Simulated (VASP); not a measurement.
Input of a VASP 6.6.1 run:

File INCAR:

```
PREC = Accurate
ENCUT = 520
EDIFF = 1E-7
ISMEAR = 0
SIGMA = 0.05
LREAL = F
LASPH = T
NELM = 100
ALGO = Normal
ISIF = 2
LWAVE = F
LCHARG = F
GGA = PS
NBANDS = 24
```

File KPOINTS:

```
Automatic mesh
0
Gamma
  9 9 2
```

Contents of POSCAR:

```
LiH
1.0
    1.9895719486     -1.9895719486      0.0000000000
    1.9895719486      0.0000000000     -1.9895719486
    8.5551593788      7.3614162096      7.9582877942
Li H
6 6
Direct
    0.8624950000      0.0000000000      0.4583500000
    0.2458283333      0.3333333333      0.2916833333
    0.4791616667      0.6666666667      0.6250166667
    0.7124950000      1.0000000000      0.9583500000
    0.0958283333      0.3333333333      0.7916833333
    0.6291616667      0.6666666667      0.1250166667
    0.5541616667      0.6666666667      0.3750166667
   -0.0625050000      0.0000000000      0.2083500000
    0.1708283333      0.3333333333      0.5416833333
    0.4041616667      0.6666666667      0.8750166667
    0.7874950000      1.0000000000      0.7083500000
    0.3208283333      0.3333333333      0.0416833333
```

Potentials or basis: VASP PAW PBE potentials, release 64 (Li_sv, H).

Run with:

```bash
$ cat potpaw_PBE.64/Li_sv/POTCAR potpaw_PBE.64/H/POTCAR > POTCAR
$ mpirun -np 1 vasp_std > vasp.out
```

Task: Predict the band gap on the k mesh.

Result: 2.62 eV (least direct gap 2.87 eV).

Task: Estimate the largest force.

Result: 1.466 eV/Å.

Forces in eV/Å, atoms in the order of the input:
```
Li  -0.019 -0.017 -0.017
Li  -0.019 -0.019 -0.017
Li  -0.020 -0.015 -0.016
Li  -0.475 -1.376 -0.036
Li  -0.048 -0.021 -0.029
Li  -0.046  0.063  0.099
H    0.019  0.017  0.017
H    0.021  0.020  0.017
H    0.021  0.015  0.017
H    0.112 -0.080 -0.061
H    0.034  0.007  0.015
H    0.420  1.405  0.013
```

Caveat: the cell differs from its parent crystal (the part above a cut slid along it); the PAW data sets were made with another functional, which shifts forces and pressure a little. A k mesh can miss the band edges.
